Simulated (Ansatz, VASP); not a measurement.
BN: VASP beside Ansatz

Contents of INCAR:

```
SYSTEM = BN
ALGO = Normal
EDIFF = 1E-7
EDIFFG = -0.01
ENCUT = 600
IBRION = 2
ISIF = 3
ISMEAR = -1
LASPH = .True.
LCHARG = .False.
LREAL = .False.
LWAVE = .False.
NELM = 100
NSW = 60
PREC = Accurate
SIGMA = 0.05
```

File KPOINTS:

```
k-points
0
Gamma
  12 12 6
  0 0 0
```

Contents of POSCAR:

```
BN
1.0
    2.5539396017      0.0000000000      0.0000000000
   -1.2769698009      2.2117765748      0.0000000000
    0.0000000000      0.0000000000      4.2268550000
N B
2 2
Direct
    0.3333333333      0.6666666667      0.1252760000
    0.6666666667      0.3333333333      0.6252760000
    0.3333333333      0.6666666667      0.4997240000
    0.6666666667      0.3333333333      0.9997240000
```

Contents of input.yaml:

```yaml
crystal:
  lattice:
    - [2.5539396017, 0.0, 0.0]
    - [-1.2769698009, 2.2117765748, 0.0]
    - [0.0, 0.0, 4.226855]
  atoms:
    - { symbol: "N", position: [0.3333333333, 0.6666666667, 0.125276] }
    - { symbol: "N", position: [0.6666666667, 0.3333333333, 0.625276] }
    - { symbol: B, position: [0.3333333333, 0.6666666667, 0.499724] }
    - { symbol: B, position: [0.6666666667, 0.3333333333, 0.999724] }
hamiltonian:
  xc: lda
  pseudopotentials: { kind: paw }
kpoints:
  mp_grid: { grid: [12, 12, 6] }
scf:
  occupations: { method: fermi_dirac, width: 0.05 }
output:
  forces: true
  stress: true
  eigenvalues: true
relax:
  f_tol: 0.01
  max_steps: 40
  cell: { stress_tol: 0.05 }
```

Alike in both runs: task relaxation of cell and atoms; functional LDA; k mesh 12 × 12 × 6; occupations fermi-dirac, width 0.05 eV; no spin polarisation.

|  | VASP | Ansatz |
| --- | --- | --- |
| version | VASP 6.6.1 | Ansatz 0.2.0 |
| potentials or method | VASP PAW LDA potentials, release 64 (N, B) | Ansatz PAW |
| plane-wave cutoff (eV) | 600 | 420 |
| valence electrons in the cell | 16 | 16 |

|  | VASP | Ansatz | Ansatz less VASP |
| --- | --- | --- | --- |
| gap on the k mesh at the Fermi level, each at its own relaxed structure (eV) | 4.91 | 4.93 | +0.023 |
| relaxed volume (Å³/atom) | 5.76 | 5.76 | -0.007 |
| relaxed cell length with the largest relative difference (Å) | 2.524 | 2.523 | -0.0011 |

LDA's correlation is that of Perdew and Zunger in VASP and of Perdew and Wang (1992) in Ansatz.

Noted on Ansatz's run: Pulay correction over one GPa; the plane-wave basis is chosen anew once the cell has moved, so the energies of steps on either side of that aren't comparable.
